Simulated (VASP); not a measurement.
# B5P in VASP: a series of runs

The runs below take B5P through single point, with PBE.

All numbers are computed with VASP 6.6.1; they aren't measurements. Logs are shortened: lines on timing, memory, paths and dates and some standing lists are left out, and cuts for length are marked.

### 1 The cell of the first run

The structure is tetragonal, space group P4mm (No. 99). The conventional cell has a = 4.279 Å, b = 4.279 Å, c = 4.416 Å, α = 90.00°, β = 90.00°, γ = 90.00°. B (site symmetry 4mm) has 4 B at 1.70 Å and 1 P at 1.89 Å within 2.3 Å. B (site symmetry m) has 4 B at 1.67 to 1.85 Å and 1 P at 1.94 Å within 2.2 Å. Within 2.2 Å of B (site symmetry m) lie 4 B at 1.67 to 1.85 Å and 1 P at 1.94 Å. P (site symmetry 4mm) has 6 B at 1.89 to 2.52 Å within 2.6 Å.

### 2 Single point, PBE

File INCAR:

```
SYSTEM = B5P
ALGO     = Normal         ! electronic algorithm
EDIFF    = 1E-6           ! SCF threshold, eV
ENCUT    = 500            ! plane-wave cutoff, eV
GGA      = PE             ! functional
GGA_COMPAT= .False.      
ISIF     = 2              ! what is computed and relaxed
ISMEAR   = 0              ! smearing method
LASPH    = .True.         ! aspherical terms in the spheres
LCHARG   = .False.        ! write CHGCAR
LREAL    = .False.        ! projectors in reciprocal space
LWAVE    = .False.        ! write WAVECAR
NBANDS   = 32             ! bands
NELM     = 120            ! most SCF steps
PREC     = Accurate       ! precision mode
SIGMA    = 0.1            ! smearing width, eV
```

File KPOINTS:

```
k-points
0
Gamma
  4 4 2
  0 0 0
```

File POSCAR:

```
B5P
1.0
   -4.2793511689      0.0000000000      0.0000000000
    0.0000000000      0.0000000000     -4.4158235477
    0.0000000000     -8.5587023377      0.0000000000
B P
10 2
Direct
    0.5000000000      0.7907277206      0.7500000000
    0.5000000000      0.7907277206      0.2500000000
    0.5000000000      0.5449994396      0.9027197863
    0.5000000000      0.5449994396      0.4027197863
    0.8054395726      0.5449994396      0.7500000000
    0.8054395726      0.5449994396      0.2500000000
    0.5000000000      0.5449994396      0.5972802137
    0.5000000000      0.5449994396      0.0972802137
    0.1945604274      0.5449994396      0.7500000000
    0.1945604274      0.5449994396      0.2500000000
    0.5000000000      0.2192745212      0.7500000000
    0.5000000000      0.2192745212      0.2500000000
```

Potentials or basis: VASP PAW PBE potentials, release 64 (B, P).

Run with:

```
> cat potpaw_PBE.64/B/POTCAR potpaw_PBE.64/P/POTCAR > POTCAR
> mpirun -np 1 vasp_std > vasp.out
```

OUTCAR:

```text
SYSTEM = B5P
   EDIFF = 1E-6
   ENCUT = 500
   GGA = PE
   ISIF = 2
   ISMEAR = 0
   LASPH = .True.
   LREAL = .False.
   NELM = 120
   PREC = Accurate

 ion  position               nearest neighbor table
   1  0.500  0.791  0.750-   3 1.70   7 1.70   5 1.70   9 1.70  11 1.89  11 2.52
   2  0.500  0.791  0.250-   4 1.70   8 1.70   6 1.70  10 1.70  12 1.89  12 2.52
   3  0.500  0.545  0.903-   8 1.67   1 1.70   5 1.85   9 1.85  11 1.94
   4  0.500  0.545  0.403-   7 1.67   2 1.70   6 1.85  10 1.85  12 1.94
   5  0.805  0.545  0.750-   9 1.67   1 1.70   7 1.85   3 1.85  11 1.94
   6  0.805  0.545  0.250-  10 1.67   2 1.70   8 1.85   4 1.85  12 1.94
   7  0.500  0.545  0.597-   4 1.67   1 1.70   5 1.85   9 1.85  11 1.94
   8  0.500  0.545  0.097-   3 1.67   2 1.70   6 1.85  10 1.85  12 1.94
   9  0.195  0.545  0.750-   5 1.67   1 1.70   3 1.85   7 1.85  11 1.94
  10  0.195  0.545  0.250-   6 1.67   2 1.70   4 1.85   8 1.85  12 1.94
  11  0.500  0.219  0.750-   1 1.89   3 1.94   7 1.94   5 1.94   9 1.94   1 2.52
  12  0.500  0.219  0.250-   2 1.89   4 1.94   8 1.94   6 1.94  10 1.94   2 2.52

  LATTYP: Found a simple orthorhombic cell.
 ALAT       =     4.2793511689
 B/A-ratio  =     1.0318909043
 C/A-ratio  =     2.0000000000

  Lattice vectors:

 A1 = (  -4.2793511689,   0.0000000000,   0.0000000000)
 A2 = (   0.0000000000,   0.0000000000,  -4.4158235477)
 A3 = (   0.0000000000,  -8.5587023377,   0.0000000000)

Analysis of symmetry for initial positions (statically):
=====================================================================
 Subroutine PRICEL returns following result:

  LATTYP: Found a simple tetragonal cell.
 ALAT       =     4.2793511689
 C/A-ratio  =     1.0318909043

  Lattice vectors:

 A1 = (   4.2793511689,   0.0000000000,   0.0000000000)
 A2 = (   0.0000000000,  -4.2793511688,   0.0000000000)
 A3 = (   0.0000000000,   0.0000000000,  -4.4158235477)

   2 primitive cells build up your supercell.

 Routine SETGRP: Setting up the symmetry group for a
 simple orthorhombic supercell.

 Subroutine GETGRP returns: Found  4 space group operations
 (whereof  4 operations were pure point group operations)
 out of a pool of  8 trial point group operations.

The static configuration has the point symmetry C_2v.

Analysis of symmetry for dynamics (positions and initial velocities):
=====================================================================
 Subroutine PRICEL returns following result:

  LATTYP: Found a simple tetragonal cell.
 ALAT       =     4.2793511689
 C/A-ratio  =     1.0318909043

  Lattice vectors:

 A1 = (   4.2793511689,   0.0000000000,   0.0000000000)
 A2 = (   0.0000000000,  -4.2793511688,   0.0000000000)
 A3 = (   0.0000000000,   0.0000000000,  -4.4158235477)

   2 primitive cells build up your supercell.

 Routine SETGRP: Setting up the symmetry group for a
 simple orthorhombic supercell.

 Subroutine GETGRP returns: Found  4 space group operations
 (whereof  4 operations were pure point group operations)
 out of a pool of  8 trial point group operations.

The dynamic configuration has the point symmetry C_2v.

 Subroutine INISYM returns: Found  4 space group operations
 (whereof  4 operations are pure point group operations),
 and found     2 'primitive' translations

----------------------------------------------------------------------------------------

                                     Primitive cell

  volume of cell :      80.8663

  direct lattice vectors                    reciprocal lattice vectors
     4.279351169  0.000000000  0.000000000     0.233680285  0.000000000  0.000000000
     0.000000000 -4.279351169  0.000000000     0.000000000 -0.233680285  0.000000000
     0.000000000  0.000000000 -4.415823548     0.000000000  0.000000000 -0.226458324

  length of vectors
     4.279351169  4.279351169  4.415823548     0.233680285  0.233680285  0.226458324

  position of ions in fractional coordinates (direct lattice)
     0.500000000  0.500000000  0.790727721
     0.500000000  0.805439573  0.544999440
     0.194560427  0.500000000  0.544999440
     0.500000000  0.194560427  0.544999440
     0.805439573  0.500000000  0.544999440
     0.500000000  0.500000000  0.219274521

  ion indices of the primitive-cell ions
   primitive index   ion index
                 1           1
                 2           3
                 3           5
                 4           7
                 5           9
                 6          11

----------------------------------------------------------------------------------------

 KPOINTS: k-points

Automatic generation of k-mesh.
 Grid dimensions read from file:
 generate k-points for:    4    4    2

 Generating k-lattice:

  Cartesian coordinates                     Fractional coordinates (reciprocal lattice)
    -0.058420071  0.000000000  0.000000000     0.250000000  0.000000000  0.000000000
     0.000000000  0.000000000 -0.056614581     0.000000000  0.250000000  0.000000000
     0.000000000 -0.058420071  0.000000000     0.000000000  0.000000000  0.500000000

  Length of vectors
     0.058420071  0.056614581  0.058420071

  Shift w.r.t. Gamma in fractional coordinates (k-lattice)
     0.000000000  0.000000000  0.000000000

 Subroutine IBZKPT returns following result:
 ===========================================

 Found     18 irreducible k-points:

 Following reciprocal coordinates:
            Coordinates               Weight
  0.000000  0.000000  0.000000      1.000000
  0.250000  0.000000  0.000000      2.000000
  0.500000  0.000000  0.000000      1.000000
  0.000000  0.250000  0.000000      2.000000
  0.250000  0.250000  0.000000      4.000000
  0.500000  0.250000  0.000000      2.000000
[... 10 lines left out ...]
  0.250000  0.500000  0.500000      2.000000
  0.500000  0.500000  0.500000      1.000000
   k-points           NKPTS =     18   k-points in BZ     NKDIM =     18   number of bands    NBANDS=     32
   number of dos      NEDOS =    301   number of ions     NIONS =     12
   total plane-waves  NPLWV =  65536
   dimension x,y,z NGX =    32 NGY =   32 NGZ =   64
   dimension x,y,z NGXF=    64 NGYF=   64 NGZF=  128
   ions per type =              10   2
   NGX,Y,Z   is equivalent  to a cutoff of  12.43, 12.05, 12.43 a.u.
   NGXF,Y,Z  is equivalent  to a cutoff of  24.86, 24.09, 24.86 a.u.
 SYSTEM =  B5P
   PREC   = accura    normal or accurate (medium, high low for compatibility)
   ISTART =      0    job   : 0-new  1-cont  2-samecut
   ICHARG =      2    charge: 1-file 2-atom 10-const
   ISPIN  =      1    spin polarized calculation?
   LNONCOLLINEAR =      F non collinear calculations
   LSORBIT =      F    spin-orbit coupling
   LASPH  =      T    aspherical Exc in radial PAW
   ENCUT  =  500.0 eV  36.75 Ry    6.06 a.u.   7.80  8.05 15.60*2*pi/ulx,y,z
   NELM   =    120;   NELMIN=  2; NELMDL= -5     # of ELM steps
   EDIFF  = 0.1E-05   stopping-criterion for ELM
   LREAL  =      F    real-space projection
   EDIFFG = 0.1E-04   stopping-criterion for IOM
   NSW    =      0    number of steps for IOM
   IBRION =     -1    ionic relax: 0-MD 1-quasi-New 2-CG
   NFREE  =      0    steps in history (QN), initial steepest desc. (CG)
   ISIF   =      2    stress and relaxation
   ISYM   =      2    0-nonsym 1-usesym 2-fastsym
   POTIM  = 0.5000    time-step for ionic-motion
   TEBEG  =    0.0;   TEEND  =   0.0 temperature during run
   PSTRESS=    0.0 pullay stress
   NELECT =      40.0000    total number of electrons
   NUPDOWN=      -1.0000    fix difference up-down
   EMIN   =  10.00;   EMAX   =-10.00  energy-range for DOS
   EFERMI =   0.00;   METHOD = LEGACY
   ISMEAR =     0;   SIGMA  =   0.10  broadening in eV -4-tet -1-fermi 0-gaus
   EFERMI_NEDOS =   21; number of points for ismear=-14 and -15
   IALGO  =     38    algorithm
   IMIX   =      4    mixing-type and parameters
     AMIX     =   0.40;   BMIX     =  1.00
     AMIX_MAG =   1.60;   BMIX_MAG =  1.00
  volume/ion in A,a.u.               =      13.48        90.95
  Fermi-wavevector in a.u.,A,eV,Ry     =   1.027612  1.941904 14.367555  1.055985
  Thomas-Fermi vector in A             =   2.161565
   LORBIT       =      0    0 simple, 1 ext, 2 COOP (PROOUT), +10 PAW based schemes
   GGA     = PE    functional components
   LHFCALC =     F    Hartree Fock is set to
   AEXX    =    0.0000 exact exchange contribution
   IVDW    =     0    specifies the selected vdW correction
   LEPSILON=     F    determine dielectric tensor
   LRPA    =     F    only Hartree local field effects (RPA)
 non-spin polarized calculation
 Gauss-broadening in eV      SIGMA  =   0.10
  energy-cutoff  :      500.00
  volume of cell :      161.73
 maximum number of plane-waves:      4136
 NGX is ok and might be reduce to    32
   NGX = 15   NGY = 17   NGZ = 31

 number of electron      39.9999998 magnetization

 Free energy of the ion-electron system (eV)
  ---------------------------------------------------
  ext. energy  EPLUGINS =         0.00000000
  ---------------------------------------------------
  free energy    TOTEN  =       -76.49846088 eV

  energy without entropy =      -76.49846088  energy(sigma->0) =      -76.49846088

 E-fermi :   3.0619     XC(G=0):  -8.6305

 val. band max:        2.6434953763   @ k =   0.0000   0.5000   0.0000
 cond. band min:       3.5134198633   @ k =   0.0000   0.0000   0.0000
 fundamental gap:      0.8699244870
 Fermi energy:         3.0618799706

 k-point     1 :       0.0000    0.0000    0.0000
  band No.  band energies     occupation
      1     -13.1490      2.00000
      2     -12.9660      2.00000
      3      -6.7333      2.00000
      4      -6.3203      2.00000
      5      -6.1857      2.00000
      6      -5.0818      2.00000
[... 24 lines left out ...]
     31       8.5786      0.00000
     32       8.7142      0.00000
[... 564 lines left out ...]
      2     -12.5234      2.00000
      3      -8.5212      2.00000
      4      -8.5212      2.00000
      5      -6.2005      2.00000
      6      -6.2005      2.00000
[... 24 lines left out ...]
     31       8.9210      0.00000
     32       8.9210      0.00000

------------------------ aborting loop because EDIFF is reached ----------------------------------------

  FORCE on cell =-STRESS in cart. coord.  units (eV):
  Direction    XX          YY          ZZ          XY          YZ          ZX
  --------------------------------------------------------------------------------------
  -------------------------------------------------------------------------------------
  Total        0.0259267      0.0259936     -0.1680791      0.0000000      0.0000000      0.0000000
  in kB        0.2568385      0.2575017     -1.6650477      0.0000000      0.0000000      0.0000000
  external PRESSURE =      -0.3835692 kB  Pullay stress =       0.0000000 kB

 VOLUME and BASIS-vectors are now :
 -----------------------------------------------------------------------------
  energy-cutoff  :      500.00
  volume of cell :      161.73
      direct lattice vectors                 reciprocal lattice vectors
    -4.279351169  0.000000000  0.000000000    -0.233680285  0.000000000  0.000000000
     0.000000000  0.000000000 -4.415823548     0.000000000  0.000000000 -0.226458324
     0.000000000 -8.558702338  0.000000000     0.000000000 -0.116840142  0.000000000

 POSITION                                       TOTAL-FORCE (eV/Angst)
 -----------------------------------------------------------------------------------
     -2.13968     -6.41903     -3.49171        -0.000000      0.000000     -0.034777
     -2.13968     -2.13968     -3.49171        -0.000000      0.000000     -0.034777
     -2.13968     -7.72611     -2.40662        -0.000000      0.034337      0.022095
     -2.13968     -3.44676     -2.40662        -0.000000      0.034337      0.022095
     -3.44676     -6.41903     -2.40662         0.034335      0.000000      0.022096
     -3.44676     -2.13968     -2.40662         0.034335      0.000000      0.022096
     -2.13968     -5.11194     -2.40662        -0.000000     -0.034337      0.022095
     -2.13968     -0.83259     -2.40662        -0.000000     -0.034337      0.022095
     -0.83259     -6.41903     -2.40662        -0.034335      0.000000      0.022096
     -0.83259     -2.13968     -2.40662        -0.034335      0.000000      0.022096
     -2.13968     -6.41903     -0.96828        -0.000000      0.000000     -0.053605
     -2.13968     -2.13968     -0.96828        -0.000000      0.000000     -0.053605
 -----------------------------------------------------------------------------------
    total drift:                               -0.000000      0.000003      0.000159

  FREE ENERGIE OF THE ION-ELECTRON SYSTEM (eV)
  ---------------------------------------------------
  free  energy   TOTEN  =       -76.4984608751 eV

  energy  without entropy=      -76.4984608750  energy(sigma->0) =      -76.49846088
```

Run time: 98 s. Hardware: 1 thread of Intel Xeon 8259CL, shared host; peak memory 0.26 GiB.

Results:

| Property | Result |
| --- | --- |
| Free energy | -76.4985 eV |
| Pressure | 0.0 GPa |
| Largest force | 0.054 eV/Å |
| Band gap on the k mesh | 0.87 eV |

Forces in eV/Å, atoms in the order of the input:
```
B    0.000  0.000 -0.035
B    0.000  0.000 -0.035
B    0.000  0.034  0.022
B    0.000  0.034  0.022
B    0.034  0.000  0.022
B    0.034  0.000  0.022
B    0.000 -0.034  0.022
B    0.000 -0.034  0.022
B   -0.034  0.000  0.022
B   -0.034  0.000  0.022
P    0.000  0.000 -0.054
P    0.000  0.000 -0.054
```

Levels at points of the mesh, in eV from the valence-band top:
```tsv
k point	band 18	band 19	band 20	band 21	band 22	band 23
(0.00, 0.00, 0.00)	-1.49	-1.41	-0.10	0.87	1.90	1.90
(0.50, 0.00, 0.00)	-2.31	-2.11	-1.41	0.87	1.68	1.68
(0.00, 0.50, 0.00)	-2.25	-2.00	0.00	1.08	2.11	2.48
(0.50, 0.50, 0.00)	-2.07	-2.07	-2.00	2.11	2.52	3.03
(0.00, 0.00, 0.50)	-1.49	-1.26	-1.26	1.31	1.31	2.46
(0.50, 0.00, 0.50)	-2.37	-2.34	-2.34	1.36	1.36	2.08
(0.00, 0.50, 0.50)	-3.26	-1.15	-1.15	1.83	1.83	2.67
(0.50, 0.50, 0.50)	-2.92	-2.11	-2.11	2.58	2.58	4.01
```

### 3 Single point, PBE

File INCAR:

```
ALGO = Normal ; EDIFF = 1E-6
ENCUT = 500 ; GGA = PE
GGA_COMPAT = False ; ISIF = 2
ISMEAR = 0 ; LASPH = True
LCHARG = False ; LREAL = False
LWAVE = False ; NBANDS = 32
NELM = 120 ; PREC = Accurate
SIGMA = 0.1
```

File KPOINTS:

```
k-points
0
Gamma
  4 4 2
```

File POSCAR:

```
B5P
1.0
   -4.2808148041     -0.0030549461     -0.0000481134
   -0.0000567250      0.0008400971     -4.4184198742
   -0.0060495383     -8.5576275682      0.0015911748
B P
10 2
Direct
    0.4991638132      0.7905494881      0.7498827489
    0.5006181970      0.7909887297      0.2499527740
    0.4999328511      0.5449669068      0.9025934787
    0.4999472558      0.5449984977      0.4026086018
    0.8047599844      0.5446577511      0.7499852083
    0.8057916797      0.5452726648      0.2501454111
    0.5001775182      0.5446306442      0.5973572064
    0.5004795912      0.5451507860      0.0973187664
    0.1941345630      0.5446478285      0.7502178545
    0.1952220168      0.5452210517      0.2502815828
    0.4991383377      0.2192230484      0.7499389091
    0.5006341917      0.2196926033      0.2497174580
```

Potentials or basis: VASP PAW PBE potentials, release 64 (B, P).

Run with:

```
> cat potpaw_PBE.64/B/POTCAR potpaw_PBE.64/P/POTCAR > POTCAR
> mpirun -np 1 vasp_std > vasp.out
```

Run time: 1.7 min. Hardware: 1 thread of Intel Xeon 8259CL, shared host; peak memory 0.27 GiB.

It converged, with:

- Free energy: -76.4984 eV
- Pressure: -0.1 GPa
- Largest force: 0.039 eV/Å
- Band gap on the k mesh: 0.88 eV

Forces on the atoms (eV/Å):
```
B   -0.012 -0.008 -0.036
B    0.006 -0.003 -0.038
B    0.003 -0.010  0.016
B   -0.002 -0.007  0.013
B    0.010  0.000  0.010
B   -0.002  0.005  0.021
B    0.002  0.016  0.014
B    0.003  0.007  0.016
B   -0.004  0.004  0.013
B    0.001  0.004  0.015
P   -0.006  0.002 -0.023
P    0.001 -0.011 -0.020
```

Stress tensor (GPa, compression positive):
```
-0.09 -0.04  0.00
-0.04  0.08  0.01
 0.00  0.01 -0.32
```

Levels at points of the mesh, in eV from the valence-band top:
| k point | band 16 | band 17 | band 18 | band 19 | band 20 | band 21 | band 22 | band 23 | band 24 | band 25 |
| --- | --- | --- | --- | --- | --- | --- | --- | --- | --- | --- |
| (0.00, 0.00, 0.00) | -2.11 | -1.49 | -1.49 | -1.41 | -0.10 | 0.88 | 1.90 | 1.91 | 2.07 | 2.72 |
| (0.50, 0.00, 0.00) | -2.42 | -2.30 | -2.29 | -2.11 | -1.41 | 0.88 | 1.68 | 1.68 | 2.72 | 3.43 |
| (0.00, 0.50, 0.00) | -3.32 | -3.23 | -2.23 | -1.99 | 0.00 | 1.10 | 2.12 | 2.47 | 3.03 | 3.03 |
| (0.50, 0.50, 0.00) | -2.88 | -2.24 | -2.06 | -2.05 | -1.99 | 2.12 | 2.51 | 3.03 | 3.04 | 4.52 |
| (0.00, 0.00, 0.50) | -2.48 | -1.49 | -1.48 | -1.25 | -1.25 | 1.31 | 1.32 | 2.47 | 2.47 | 2.95 |
| (0.50, 0.00, 0.50) | -3.15 | -2.37 | -2.37 | -2.33 | -2.33 | 1.37 | 1.37 | 2.09 | 2.09 | 4.93 |
| (0.00, 0.50, 0.50) | -3.38 | -3.26 | -3.26 | -1.15 | -1.15 | 1.84 | 1.84 | 2.66 | 2.66 | 3.49 |
| (0.50, 0.50, 0.50) | -3.02 | -2.93 | -2.92 | -2.10 | -2.10 | 2.57 | 2.57 | 4.02 | 4.02 | 4.65 |
